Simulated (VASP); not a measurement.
Bi, 2 atoms in the cell. It takes space group R-3m (No. 166, trigonal). The conventional cell has a = 4.582 Å, b = 4.582 Å, c = 12.169 Å, α = 90.00°, β = 90.00°, γ = 120.00°. Bi (site symmetry 3m) has 6 Bi at 3.11 to 3.59 Å within 4.1 Å. 

- Program: VASP 6.6.1
- Task: single point
- Functional: PBE
- Potentials or basis: VASP PAW PBE potentials, release 64 (Bi_d)
- Cutoff: 520 eV
- k mesh: 12 × 12 × 12
- Occupations: gaussian, width 0.1 eV
- Spin: no spin polarisation
- Dipole correction: no
- Further INCAR settings: ALGO = Fast; EDIFF = 1e-06; NBANDS = 22

Potentials or basis: VASP PAW PBE potentials, release 64 (Bi_d).

Launch:

```console
$ cat potpaw_PBE.64/Bi_d/POTCAR > POTCAR
$ mpirun -np 1 vasp_std > vasp.out
```

Hardware: 1 thread of Intel Xeon 8259CL, on a shared host.

Task: Estimate the wall time of this run.

Result: Wall time 8.5 min on 1 thread of Intel Xeon 8259CL, with other jobs on the host, peak memory 0.38 GiB. Counts: scf iterations 16, k points 189.
